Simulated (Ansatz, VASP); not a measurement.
Hf in VASP and in Ansatz

INCAR

```
SYSTEM = Hf
ALGO = Normal
EDIFF = 1E-6
ENCUT = 520
GGA = PE
ISIF = 2
ISMEAR = -1
LASPH = .True.
LCHARG = .False.
LREAL = .False.
LWAVE = .False.
NBANDS = 11
NELM = 80
PREC = Accurate
SIGMA = 0.08
```

File KPOINTS:

```
k-points
0
Gamma
  17 17 17
  0 0 0
```

Contents of POSCAR:

```
Hf
1.0
   -1.4535096590      1.4535096590      1.4535096590
    1.4535096590     -1.4535096590      1.4535096590
    1.4535096590      1.4535096590     -1.4535096590
Hf
1
Direct
    0.0000000000      0.0000000000      0.0000000000
```

Input for Ansatz:

```yaml
crystal:
  lattice:
    - [-1.453509659, 1.453509659, 1.453509659]
    - [1.453509659, -1.453509659, 1.453509659]
    - [1.453509659, 1.453509659, -1.453509659]
  atoms:
    - { symbol: Hf, position: [0.0, 0.0, 0.0] }
kpoints:
  mp_grid: { grid: [17, 17, 17] }
  band_path:
    path:
      - [0.0, 0.0, 0.0]
      - [0.5, -0.5, 0.5]
      - [0.0, 0.0, 0.5]
      - [0.0, 0.0, 0.0]
      - [0.25, 0.25, 0.25]
      - [0.5, -0.5, 0.5]
      - [0.25, 0.25, 0.25]
      - [0.0, 0.0, 0.5]
    npoints: 8
scf:
  occupations: { method: fermi_dirac, width: 0.08 }
hamiltonian:
  xc: pbe
  pseudopotentials: { kind: paw }
output:
  forces: true
  stress: true
  eigenvalues: true
  populations: true
  dos: { projected: true, de: 0.2, e_range: [-14, 8] }
  write_density: true
  write_potential: true
  elf: true
  volumetric_format: npy
```

Change from the starting cell: volume scaled by 0.55, PAW files.

Alike in both runs: task single point; functional PBE; k mesh 17 × 17 × 17; occupations fermi-dirac, width 0.08 eV; no spin polarisation.

|  | VASP | Ansatz |
| --- | --- | --- |
| version | VASP 6.6.1 | Ansatz 0.2.0 |
| potentials or method | VASP PAW PBE potentials, release 64 (Hf_pv) | PAW with Ansatz's default frozen-core files, scalar-relativistic |
| plane-wave cutoff (eV) | 520 | 420 |
| valence electrons in the cell | 10 | 26 |

VASP gave:

- pressure (GPa): 163.5

Question: Which values does Ansatz return?

Answer: Pressure (GPa): 165.2.

Both programs put the cell under a high pressure, so it lies far from rest at this level. VASP's potentials hold 10 valence electrons a cell and Ansatz's 26, so a difference there can come from the potentials and not from the codes.

Spin-orbit coupling is off throughout. Noted on VASP's run: the cell as given lies far from equilibrium.
